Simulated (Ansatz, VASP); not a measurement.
**One calculation of HfO2, two programs**

Contents of INCAR:

```
PREC = Accurate ; ENCUT = 520
EDIFF = 1E-7 ; ISMEAR = -1
SIGMA = 0.02 ; LREAL = False
LASPH = True ; NELM = 80
ALGO = Normal ; ISIF = 2
LWAVE = False ; LCHARG = False
GGA = PE ; NBANDS = 56
```

KPOINTS

```
Automatic mesh
0
Gamma
  6 6 6
```

POSCAR

```
HfO2
1.0
    5.2465062900      0.0000000000      0.0000000000
    0.0000000000      5.0303689240      0.0000000000
    0.0000000000      0.0000000000      5.1604849953
Hf O
4 8
Direct
    0.0328811169      0.2665392819      0.2389995673
    0.4671188831      0.2665392819      0.7389995673
    0.5328811169      0.7334607181      0.2389995673
    0.9671188831      0.7334607181      0.7389995673
    0.3644572965      0.0664872391      0.3842094070
    0.1355427035      0.0664872391      0.8842094070
    0.7292760963      0.4630705913      0.4897910257
    0.7707239037      0.4630705913      0.9897910257
    0.2707239037      0.5369294087      0.9897910257
    0.2292760963      0.5369294087      0.4897910257
    0.8644572965      0.9335127609      0.3842094070
    0.6355427035      0.9335127609      0.8842094070
```

Input for Ansatz:

```yaml
crystal:
  lattice:
    - [5.24650629, 0.0, 0.0]
    - [0.0, 5.030368924, 0.0]
    - [0.0, 0.0, 5.1604849953]
  atoms:
    - { symbol: Hf, position: [0.0328811169, 0.2665392819, 0.2389995673] }
    - { symbol: Hf, position: [0.4671188831, 0.2665392819, 0.7389995673] }
    - { symbol: Hf, position: [0.5328811169, 0.7334607181, 0.2389995673] }
    - { symbol: Hf, position: [0.9671188831, 0.7334607181, 0.7389995673] }
    - { symbol: O, position: [0.3644572965, 0.0664872391, 0.384209407] }
    - { symbol: O, position: [0.1355427035, 0.0664872391, 0.884209407] }
    - { symbol: O, position: [0.7292760963, 0.4630705913, 0.4897910257] }
    - { symbol: O, position: [0.7707239037, 0.4630705913, 0.9897910257] }
    - { symbol: O, position: [0.2707239037, 0.5369294087, 0.9897910257] }
    - { symbol: O, position: [0.2292760963, 0.5369294087, 0.4897910257] }
    - { symbol: O, position: [0.8644572965, 0.9335127609, 0.384209407] }
    - { symbol: O, position: [0.6355427035, 0.9335127609, 0.884209407] }
kpoints:
  mp_grid: { grid: [6, 6, 6] }
  band_path:
    path:
      - [0.0, 0.0, 0.0]
      - [0.5, 0.0, 0.0]
      - [0.5, 0.5, 0.0]
      - [0.0, 0.5, 0.0]
      - [0.0, 0.0, 0.5]
      - [0.5, 0.0, 0.5]
      - [0.5, 0.5, 0.5]
      - [0.0, 0.5, 0.5]
      - [0.1, 0.5, 0.0]
      - [0.276042, -0.5, 0.359375]
    npoints: 1
hamiltonian:
  xc: pbe
scf:
  occupations: { method: fermi_dirac, width: 0.02 }
  n_extra_bands: 7
output:
  forces: true
  stress: true
  eigenvalues: true
  write_density: true
  write_potential: true
  elf: true
  volumetric_format: npy
```

Change from the starting cell: uniaxial_z strain +2.0%.

Alike in both runs: task single point; functional PBE; k mesh 6 × 6 × 6; occupations fermi-dirac, width 0.02 eV; no spin polarisation.

```csv
,VASP,Ansatz
version,VASP 6.6.1,Ansatz 0.2.0
potentials or method,"VASP PAW PBE potentials, release 64 (Hf_pv, O)","plane waves, PAW"
plane-wave cutoff (eV),520,420
valence electrons in the cell,88,152
```

Ansatz gave:

- gap on the k mesh at the Fermi level (eV): 4.37
- pressure (GPa): 1.5
- traceless stress, the component that is largest in VASP (GPa): -3.78
- rms of the force components (eV/Å): 0.027

Which values does VASP return?

gap on the k mesh at the Fermi level (eV): 4.32; pressure (GPa): -1.7; traceless stress, the component that is largest in VASP (GPa): -3.78; rms of the force components (eV/Å): 0.015.

Atom by atom the forces differ by 0.026 eV/Å (rms over components). The functional is the same, so the differences come from potentials, cutoffs and numerics. VASP's potentials hold 88 valence electrons a cell and Ansatz's 152, so a difference there can come from the potentials and not from the codes.

Spin-orbit coupling is off throughout.
